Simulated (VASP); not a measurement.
Input of a VASP 6.6.1 run:

INCAR

```
  PREC = Accurate
  ENCUT = 520
  EDIFF = 1E-6
  ISMEAR = 0
  SIGMA = 0.1
  LREAL = F
  LASPH = T
  NELM = 80
  ALGO = Normal
  ISIF = 2
  LWAVE = F
  LCHARG = F
  GGA = PE
  NBANDS = 20
```

File KPOINTS:

```
regular mesh
0
Gamma
  4 4 4
```

The input POSCAR:

```
Al3BAs2
1.0
    4.2977988713      0.0000000000      0.0000000000
    0.0000000000      4.2977988713      0.0000000000
    0.0000000000      0.0000000000      5.9323472777
Al B As
3 1 2
Direct
    0.0000000000      0.0000000000      0.6768651950
    0.5000000000      0.0000000000      0.9707809922
    0.0000000000      0.5000000000      0.9707809922
    0.5000000000      0.5000000000      0.8849836717
    0.0000000000      0.0000000000      0.2570000324
    0.5000000000      0.5000000000      0.2890560465
```

Potentials or basis: VASP PAW PBE potentials, release 64 (Al, B, As).

The run is started by

```sh
$ cat potpaw_PBE.64/Al/POTCAR potpaw_PBE.64/B/POTCAR potpaw_PBE.64/As/POTCAR > POTCAR
$ mpirun -np 1 vasp_std > vasp.out
```

Task: Estimate the pressure.

Result: 0.1 GPa.

Task: Predict the largest force.

Result: 0.029 eV/Å.

Task: Estimate the band gap on the k mesh.

Result: Zero (band 11 reaches 7.24 eV, above the bottom of band 12 at 5.51 eV).

Stress tensor (GPa, compression positive):
```
0.00 0.00 0.00
0.00 0.00 0.00
0.00 0.00 0.29
```

Caveat: the k points lie up to 0.37 Å⁻¹ apart.
